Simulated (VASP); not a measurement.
A run of VASP 6.6.1 is set up as follows.

Contents of INCAR:

```
SYSTEM = CsBr
ALGO = Normal
EDIFF = 1E-6
ENCUT = 500
GGA = PE
GGA_COMPAT = .False.
ISIF = 2
ISMEAR = -1
LASPH = .True.
LCHARG = .False.
LREAL = .False.
LWAVE = .False.
NBANDS = 15
NELM = 120
PREC = Accurate
SIGMA = 0.02
```

KPOINTS

```
k-points
0
Gamma
  6 6 6
  0 0 0
```

Contents of POSCAR:

```
CsBr
1.0
    4.3199575116      0.0000000000      0.0000000000
    0.0000000000      4.3199575116      0.0000000000
    0.0000000000      0.0000000000      4.3199575116
Cs Br
1 1
Direct
    0.0000000000      0.0000000000      0.0000000000
    0.5000000000      0.5000000000      0.5000000000
```

Potentials or basis: VASP PAW PBE potentials, release 64 (Cs_sv, Br).

Run with:

```sh
$ cat potpaw_PBE.64/Cs_sv/POTCAR potpaw_PBE.64/Br/POTCAR > POTCAR
$ mpirun -np 1 vasp_std > vasp.out
```

Task: Predict the pressure.

Result: 0.7 GPa.

Task: Estimate the band gap on the k mesh.

Result: 4.42 eV (least direct gap 4.43 eV).

Caveat: spin-orbit coupling is left out, which moves the levels of the heavy elements.
